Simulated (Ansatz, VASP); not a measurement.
## One calculation of Ta2AlC2N, two programs

```xyz
6
Lattice="3.2042 0.0000 0.0000 0.0000 3.6522 0.0000 0.0000 0.0000 6.0865" Properties=species:S:1:pos:R:3 pbc="T T T"
Ta    0.0000    0.0000    4.4938
Ta    0.0000    0.0000    1.5926
Al    1.6021    1.8261    0.0000
C     0.0000    1.8261    3.0432
C     1.6021    0.0000    0.0000
N     1.6021    1.8261    3.0432
```

Change from the starting cell: species swapped into the LiCa2NiN2 type (Pmmm, No. 47).

Alike in both runs: functional PBE; k mesh 6 × 6 × 4; occupations gaussian, width 0.1 eV; no spin polarisation.

Ansatz relaxed the structure, and its values are those at the end. VASP's run is a single point on that final structure, the one shown.

```csv
,VASP,Ansatz
version,VASP 6.6.1,Ansatz 0.2.0
potentials or method,"VASP PAW PBE potentials, release 64 (Ta_pv, Al, C, N), cutoff 520 eV","scalar-relativistic, plane waves, PAW"
valence electrons in the cell,38,42
```

Ansatz gave:

```
gap on the k mesh at the Fermi level (eV) : none
pressure (GPa)                            : 0.0
```

Question: Estimate VASP's values.

Answer: gap on the k mesh at the Fermi level (eV): none; pressure (GPa): 0.2.

A gap of «none» marks a metal or a gap that the smearing closes. VASP's potentials hold 38 valence electrons a cell and Ansatz's 42, so a difference there can come from the potentials and not from the codes.

Spin-orbit coupling is off throughout.
